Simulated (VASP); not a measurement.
PIr:

```
Ir P
1.0
     0.00000    2.62584    2.62584
     2.62584    0.00000    2.62584
     2.62584    2.62584    0.00000
Ir P
1 1
Direct
  0.00000 0.00000 0.00000
  0.25000 0.25000 0.25000
```

Base run:

```yaml
Program: VASP 6.6.1
Functional: r2SCAN
Potentials_or_basis: VASP PAW PBE potentials, release 64 (Ir, P)
Cutoff: 520 eV
k_mesh: 12 × 12 × 12
Occupations: gaussian, width 0.05 eV
Spin: no spin polarisation
```

Its results: band gap on the k mesh zero (band 7 reaches 10.86 eV, above the bottom of band 8 at 6.20 eV); pressure -2.9 GPa.

**Question.** After a change of settings the same cell gave: band gap on the k mesh zero (band 7 reaches 10.29 eV, above the bottom of band 8 at 6.13 eV); pressure -4.5 GPa. Which change was it?
A. functional from r2SCAN to PBE; k mesh from 12 × 12 × 12 to 18 × 18 × 18
B. functional from r2SCAN to LDA; potentials or basis from VASP PAW PBE potentials, release 64 (Ir, P) to VASP PAW LDA potentials, release 64 (Ir, P)
C. functional from r2SCAN to PBE; further incar settings from ALGO = Normal; EDIFF = 1e-07; NBANDS = 14 to ALGO = Normal; EDIFF = 1e-06; NBANDS = 14
D. functional from r2SCAN to PBEsol

**Answer.** D.

Caveats: the PAW data sets were made with another functional, which shifts forces and pressure a little; spin-orbit coupling is left out, which moves the levels of the heavy elements.
